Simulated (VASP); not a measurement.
# ZnS (F-43m) in VASP: notebook

Runs on ZnS. Level: PBE. Tasks: single point.

Program: VASP 6.6.1. These are calculated values, not measurements. Logs are shortened: lines on timing, memory, paths and dates and some standing lists are left out, and cuts for length are marked.

### Step 1. The cell of the first run

It takes space group F-43m (No. 216, cubic). The conventional cell has a = 5.261 Å, b = 5.261 Å, c = 5.261 Å, α = 90.00°, β = 90.00°, γ = 90.00°. Zn (site symmetry -43m) has 4 S at 2.28 Å within 3.0 Å. S (site symmetry -43m) has 4 Zn at 2.28 Å within 3.0 Å.

### Step 2. Single point, PBE

Input file INCAR:

```
SYSTEM = ZnS
PREC = Accurate
ENCUT = 500
EDIFF = 1E-6
ISMEAR = 0
SIGMA = 0.01
LREAL = .FALSE.
LASPH = .TRUE.
NELM = 120
ALGO = Normal
ISIF = 2
LWAVE = .FALSE.
LCHARG = .FALSE.
GGA = PE
NBANDS = 16
GGA_COMPAT = .FALSE.
```

Input file KPOINTS:

```
Automatic mesh
0
G
  4 4 4
  0 0 0
```

Input file POSCAR:

```
ZnS
1.0
    0.0000000000      2.6303664805      2.6303664805
    2.6303664805      0.0000000000      2.6303664805
    2.6303664805      2.6303664805      0.0000000000
Zn S
1 1
Direct
    0.0000000000      0.0000000000      0.0000000000
    0.2500000000      0.2500000000      0.2500000000
```

Potentials or basis: VASP PAW PBE potentials, release 64 (Zn, S).

On the command line:

```sh
cat potpaw_PBE.64/Zn/POTCAR potpaw_PBE.64/S/POTCAR > POTCAR
mpirun -np 1 vasp_std > vasp.out
```

OUTCAR:

```text
SYSTEM = ZnS
   PREC = Accurate
   ENCUT = 500
   EDIFF = 1E-6
   ISMEAR = 0
   LREAL = .FALSE.
   LASPH = .TRUE.
   NELM = 120
   ISIF = 2
   GGA = PE

 ion  position               nearest neighbor table
   1  0.000  0.000  0.000-   2 2.28   2 2.28   2 2.28   2 2.28
   2  0.250  0.250  0.250-   1 2.28   1 2.28   1 2.28   1 2.28

  LATTYP: Found a face centered cubic cell.
 ALAT       =     5.2607329610

  Lattice vectors:

 A1 = (   0.0000000000,   2.6303664805,   2.6303664805)
 A2 = (   2.6303664805,   0.0000000000,   2.6303664805)
 A3 = (   2.6303664805,   2.6303664805,   0.0000000000)

Analysis of symmetry for initial positions (statically):
=====================================================================
 Subroutine PRICEL returns:
 Original cell was already a primitive cell.

 Routine SETGRP: Setting up the symmetry group for a
 face centered cubic supercell.

 Subroutine GETGRP returns: Found 24 space group operations
 (whereof 24 operations were pure point group operations)
 out of a pool of 48 trial point group operations.

The static configuration has the point symmetry T_d .

Analysis of symmetry for dynamics (positions and initial velocities):
=====================================================================
 Subroutine PRICEL returns:
 Original cell was already a primitive cell.

 Routine SETGRP: Setting up the symmetry group for a
 face centered cubic supercell.

 Subroutine GETGRP returns: Found 24 space group operations
 (whereof 24 operations were pure point group operations)
 out of a pool of 48 trial point group operations.

The dynamic configuration has the point symmetry T_d .

 Subroutine INISYM returns: Found 24 space group operations
 (whereof 24 operations are pure point group operations),
 and found     1 'primitive' translations

----------------------------------------------------------------------------------------

                                     Primitive cell

  volume of cell :      36.3981

  direct lattice vectors                    reciprocal lattice vectors
     0.000000000  2.630366481  2.630366481    -0.190087580  0.190087580  0.190087580
     2.630366481  0.000000000  2.630366481     0.190087580 -0.190087580  0.190087580
     2.630366481  2.630366481  0.000000000     0.190087580  0.190087580 -0.190087580

  length of vectors
     3.719899951  3.719899951  3.719899951     0.329241347  0.329241347  0.329241347

[... 53 lines left out ...]
 SYSTEM =  ZnS
   PREC   = accura    normal or accurate (medium, high low for compatibility)
   ISTART =      0    job   : 0-new  1-cont  2-samecut
   ICHARG =      2    charge: 1-file 2-atom 10-const
   ISPIN  =      1    spin polarized calculation?
   LNONCOLLINEAR =      F non collinear calculations
   LSORBIT =      F    spin-orbit coupling
   LASPH  =      T    aspherical Exc in radial PAW
   ENCUT  =  500.0 eV  36.75 Ry    6.06 a.u.   6.78  6.78  6.78*2*pi/ulx,y,z
   NELM   =    120;   NELMIN=  2; NELMDL= -5     # of ELM steps
   EDIFF  = 0.1E-05   stopping-criterion for ELM
   LREAL  =      F    real-space projection
[... 7 lines left out ...]
   TEBEG  =    0.0;   TEEND  =   0.0 temperature during run
   PSTRESS=    0.0 pullay stress
   NELECT =      18.0000    total number of electrons
   NUPDOWN=      -1.0000    fix difference up-down
   EMIN   =  10.00;   EMAX   =-10.00  energy-range for DOS
   EFERMI =   0.00;   METHOD = LEGACY
   ISMEAR =     0;   SIGMA  =   0.01  broadening in eV -4-tet -1-fermi 0-gaus
   EFERMI_NEDOS =   21; number of points for ismear=-14 and -15
   IALGO  =     38    algorithm
   IMIX   =      4    mixing-type and parameters
     AMIX     =   0.40;   BMIX     =  1.00
     AMIX_MAG =   1.60;   BMIX_MAG =  1.00
  volume/ion in A,a.u.               =      18.20       122.81
  Fermi-wavevector in a.u.,A,eV,Ry     =   1.294611  2.446461 22.803616  1.676019
  Thomas-Fermi vector in A             =   2.426183
   LORBIT       =      0    0 simple, 1 ext, 2 COOP (PROOUT), +10 PAW based schemes
   GGA     = PE    functional components
   LHFCALC =     F    Hartree Fock is set to
   AEXX    =    0.0000 exact exchange contribution
   IVDW    =     0    specifies the selected vdW correction
   LEPSILON=     F    determine dielectric tensor
   LRPA    =     F    only Hartree local field effects (RPA)
 non-spin polarized calculation
 Gauss-broadening in eV      SIGMA  =   0.01
  energy-cutoff  :      500.00
  volume of cell :       36.40
 maximum number of plane-waves:       941
   NGX = 13   NGY = 13   NGZ = 13

 number of electron      18.0000000 magnetization

 Free energy of the ion-electron system (eV)
  ---------------------------------------------------
  ext. energy  EPLUGINS =         0.00000000
  ---------------------------------------------------
  free energy    TOTEN  =        -6.69364814 eV

  energy without entropy =       -6.69364814  energy(sigma->0) =       -6.69364814

 E-fermi :   2.9900     XC(G=0): -10.0039

 val. band max:        2.9231642392   @ k =   0.0000   0.0000   0.0000
 cond. band min:       5.3904528287   @ k =   0.0000   0.0000   0.0000
 fundamental gap:      2.4672885895
 Fermi energy:         2.9899589848

 k-point     1 :       0.0000    0.0000    0.0000
  band No.  band energies     occupation
      1     -10.8139      2.00000
      2      -3.7960      2.00000
      3      -3.7960      2.00000
      4      -3.7960      2.00000
      5      -3.2008      2.00000
      6      -3.2008      2.00000
[... 129 lines left out ...]
      3      -3.4580      2.00000
      4      -3.2964      2.00000
      5      -3.2453      2.00000
      6      -2.7118      2.00000
[... 8 lines left out ...]
     15      17.1297      0.00000
     16      18.2671      0.00000

------------------------ aborting loop because EDIFF is reached ----------------------------------------

  FORCE on cell =-STRESS in cart. coord.  units (eV):
  Direction    XX          YY          ZZ          XY          YZ          ZX
  --------------------------------------------------------------------------------------
  -------------------------------------------------------------------------------------
  Total        2.1620035      2.1620035      2.1620035     -0.0000000      0.0000000      0.0000000
  in kB       95.1673976     95.1673976     95.1673976     -0.0000000      0.0000000      0.0000000
  external PRESSURE =      95.1673976 kB  Pullay stress =       0.0000000 kB

 VOLUME and BASIS-vectors are now :
 -----------------------------------------------------------------------------
  energy-cutoff  :      500.00
  volume of cell :       36.40
      direct lattice vectors                 reciprocal lattice vectors
     0.000000000  2.630366481  2.630366481    -0.190087580  0.190087580  0.190087580
     2.630366481  0.000000000  2.630366481     0.190087580 -0.190087580  0.190087580
     2.630366481  2.630366481  0.000000000     0.190087580  0.190087580 -0.190087580

 POSITION                                       TOTAL-FORCE (eV/Angst)
 -----------------------------------------------------------------------------------
      0.00000      0.00000      0.00000         0.000000     -0.000000      0.000000
      1.31518      1.31518      1.31518        -0.000000      0.000000     -0.000000
 -----------------------------------------------------------------------------------
    total drift:                                0.000001      0.000001      0.000001

  FREE ENERGIE OF THE ION-ELECTRON SYSTEM (eV)
  ---------------------------------------------------
  free  energy   TOTEN  =        -6.6936481377 eV

  energy  without entropy=       -6.6936481377  energy(sigma->0) =       -6.69364814
```

OSZICAR:

```text
N       E                     dE             d eps       ncg     rms          rms(c)
DAV:   1     0.884449853421E+02    0.88445E+02   -0.90298E+03   264   0.132E+03
DAV:   2    -0.149412801183E+01   -0.89939E+02   -0.84484E+02   288   0.258E+02
DAV:   3    -0.708593419174E+01   -0.55918E+01   -0.55683E+01   288   0.630E+01
DAV:   4    -0.714540027096E+01   -0.59466E-01   -0.59451E-01   336   0.682E+00
DAV:   5    -0.714608879645E+01   -0.68853E-03   -0.68851E-03   288   0.681E-01    0.795E+00
DAV:   6    -0.671889031598E+01    0.42720E+00   -0.75066E-01   360   0.314E+01    0.612E+00
DAV:   7    -0.669376425365E+01    0.25126E-01   -0.29967E-01   296   0.499E+00    0.306E+00
DAV:   8    -0.669329974405E+01    0.46451E-03   -0.61605E-03   328   0.112E+00    0.859E-01
DAV:   9    -0.669348689760E+01   -0.18715E-03   -0.15569E-03   280   0.307E-01    0.920E-02
DAV:  10    -0.669359761217E+01   -0.11071E-03   -0.14432E-04   312   0.950E-02    0.570E-02
DAV:  11    -0.669364762087E+01   -0.50009E-04   -0.63720E-05   272   0.675E-02    0.243E-02
DAV:  12    -0.669364813768E+01   -0.51681E-06   -0.27126E-06   328   0.295E-02
   1 F= -.66936481E+01 E0= -.66936481E+01  d E =-.111194E-22
```

stdout:

```text
POSCAR found type information on POSCAR ZnS
 POSCAR found :  2 types and       2 ions
 scaLAPACK will be used
 LDA part: xc-table for (Slater+PW92), standard interpolation
 POSCAR, INCAR and KPOINTS ok, starting setup
 FFT: planning ... GRIDC
 FFT: planning ... GRID_SOFT
 FFT: planning ... GRID
 WAVECAR not read
 entering main loop
```

Wall time 14 s (1 thread of Intel Xeon 8259CL, shared host); peak memory 0.15 GiB.

Results:

- Free energy: -6.6936 eV
- Pressure: 9.5 GPa
- Band gap on the k mesh: 2.47 eV, direct

Levels at points of the mesh, in eV from the valence-band top:
```
           k point  band 6  band 7  band 8  band 9  band 10  band 11  band 12  band 13
(0.00, 0.00, 0.00)   -6.12    0.00    0.00    0.00     2.47     6.31     6.31     6.31
(0.50, 0.00, 0.00)   -5.94   -5.81   -0.99   -0.99     3.45     6.85     6.85     9.16
(0.50, 0.50, 0.00)   -5.88   -4.90   -2.53   -2.53     3.19     4.03    11.58    12.51
```

Caveat: the k points lie up to 0.52 Å⁻¹ apart. Expect the measured gap to be larger: semilocal functionals such as PBE lack the derivative discontinuity.

(Part 1 of 2 ends here.)
